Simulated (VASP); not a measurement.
A run of VASP 6.6.1:

Contents of INCAR:

```
SYSTEM = Cr
ALGO     = Normal         ! electronic algorithm
EDIFF    = 1E-7           ! SCF threshold, eV
ENCUT    = 520            ! plane-wave cutoff, eV
GGA      = PE             ! functional
ISIF     = 2              ! what is computed and relaxed
ISMEAR   = -1             ! smearing method
ISPIN    = 2              ! spin polarisation
LASPH    = .TRUE.         ! aspherical terms in the spheres
LCHARG   = .TRUE.         ! write CHGCAR
LELF     = .TRUE.         ! ELF
LMAXMIX  = 4              ! l up to which the mixer works
LORBIT   = 11             ! projections on sites
LREAL    = .FALSE.        ! projectors in reciprocal space
LVHAR    = .TRUE.       
LWAVE    = .FALSE.        ! write WAVECAR
MAGMOM   = 2.2            ! initial moments
NBANDS   = 16             ! bands
NELM     = 150            ! most SCF steps
NUPDOWN  = 2.2            ! fixed moment
PREC     = Accurate       ! precision mode
SIGMA    = 0.05           ! smearing width, eV
```

Contents of KPOINTS:

```
k-points
0
G
  10 10 10
  0 0 0
```

Contents of POSCAR:

```
Cr
1.0
   -0.0174283700      1.8156326700      1.8106573700
    1.8310089900     -0.0170405700      1.8102695700
    1.8558983200      1.8401342100     -0.0419299100
Cr
1
Direct
    0.0000000000      0.0000000000      0.0000000000
```

Potentials or basis: VASP PAW PBE potentials, release 64 (Cr_pv).

Command:

```console
$ cat potpaw_PBE.64/Cr_pv/POTCAR > POTCAR
$ mpirun -np 1 vasp_std > vasp.out
```

Hardware: 1 thread of Intel Xeon 8259CL, with other jobs on the host.

Problem. How long does it take, and how much memory?

Solution. Wall time 4.6 min on 1 thread of Intel Xeon 8259CL, on a shared host, peak memory 0.25 GiB. Counts: scf iterations 14, k points 504.
